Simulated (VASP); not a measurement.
Set up this calculation in VASP 6.6.1, as the native input.

| Quantity | Value |
| --- | --- |
| Task | relaxation of cell and atoms |
| Functional | LDA |
| Potentials or basis | VASP PAW LDA potentials, release 64 (Ti_sv, Al) |
| Cutoff | 600 eV |
| k mesh | 15 × 15 × 8 |
| Occupations | gaussian, width 0.1 eV |
| Spin | no spin polarisation |
| Dipole correction | no |
| Further INCAR settings | ALGO = Normal; EDIFF = 1e-07; IBRION = 2; EDIFFG = -0.002; NSW = 100; ISIF = 3 |

The structure of TiAl lies in POSCAR:

```
TiAl
1.0
    2.8672622300      0.0000000000      0.0000000000
   -1.4336311200      2.4831219300      0.0000000000
    0.0000000000      0.0000000000      4.6780830000
Ti Al
1 1
Direct
    0.0000000000      0.0000000000      0.0000000000
    0.3333333300      0.6666666700      0.5000000000
```

These files were run (other wordings do the same):

INCAR

```
PREC = Accurate
ENCUT = 600
EDIFF = 1E-7
ISMEAR = 0
SIGMA = 0.1
LREAL = F
LASPH = T
NELM = 80
ALGO = Normal
ISIF = 3
LWAVE = F
LCHARG = F
IBRION = 2
NSW = 100
EDIFFG = -0.002
```

KPOINTS

```
Automatic mesh
0
Gamma
  15 15 8
```

Potentials or basis: VASP PAW LDA potentials, release 64 (Ti_sv, Al).

Command:

```console
$ cat potpaw_LDA.64/Ti_sv/POTCAR potpaw_LDA.64/Al/POTCAR > POTCAR
$ mpirun -np 1 vasp_std > vasp.out
```

It gave:

* Relaxed volume: 15.71 Å³/atom
* Relaxed cell: a = 2.812 Å, b = 2.812 Å, c = 4.590 Å, α = 90.00°, β = 90.00°, γ = 120.00°
* Space group after relaxing (to 0.1 Å): P-6m2 (No. 187)
* Energy gained by relaxing: 18.7 meV/atom
* Ionic steps: 8
* Pressure after relaxing: 0.0 GPa
* Band gap on the k mesh: zero (an odd number of electrons rules out a gap without spin polarisation)

It took 6.2 min on 1 thread of AMD EPYC 7R13, with other jobs on the host, peak memory 0.18 GiB.
